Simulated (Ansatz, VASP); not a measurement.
Two plane-wave programs on ZrB

File INCAR:

```
ALGO = Normal
EDIFF = 1E-6
ENCUT = 520
GGA = PE
ISIF = 2
ISMEAR = 0
LASPH = T
LCHARG = F
LREAL = F
LWAVE = F
NBANDS = 14
NELM = 100
PREC = Accurate
SIGMA = 0.15
```

The input KPOINTS:

```
k-points
0
Gamma
  18 18 18
```

Contents of POSCAR:

```
ZrB
1.0
    0.0000000000      2.3250000000      2.3250000000
    2.3250000000      0.0000000000      2.3250000000
    2.3250000000      2.3250000000      0.0000000000
Zr B
1 1
Direct
    0.0000000000      0.0000000000      0.0000000000
    0.5537634409      0.5537634409      0.4462365591
```

Input for Ansatz:

```yaml
crystal:
  lattice:
    - [0.0, 2.325, 2.325]
    - [2.325, 0.0, 2.325]
    - [2.325, 2.325, 0.0]
  atoms:
    - { symbol: Zr, position: [0.0, 0.0, 0.0] }
    - { symbol: B, position: [0.5537634409, 0.5537634409, 0.4462365591] }
basis:
  ecutwfc: 420
kpoints:
  mp_grid: { grid: [18, 18, 18] }
hamiltonian:
  xc: pbe
scf:
  occupations: { method: gaussian, width: 0.15 }
output:
  forces: true
  stress: true
  eigenvalues: true
```

Change from the starting cell: all B atoms moved -0.250 Å, as atom 2 towards its neighbour atom 1 (Zr) at 2.325 Å.

Alike in both runs: task single point; functional PBE; k mesh 18 × 18 × 18; occupations gaussian, width 0.15 eV; no spin polarisation.

|  | VASP | Ansatz |
| --- | --- | --- |
| version | VASP 6.6.1 | Ansatz 0.2.0 |
| potentials or method | VASP PAW PBE potentials, release 64 (Zr_sv, B), cutoff 520 eV | scalar-relativistic, plane waves, PAW |
| valence electrons in the cell | 15 | 15 |

|  | VASP | Ansatz | Ansatz less VASP |
| --- | --- | --- | --- |
| gap on the k mesh at the Fermi level (eV) | none | none | - |
| rms of the force components (eV/Å) | 1.805 | 1.799 | -0.0058 |

Atom by atom the forces differ by 0.006 eV/Å (rms over components). A gap of «none» marks a metal or a gap that the smearing closes.
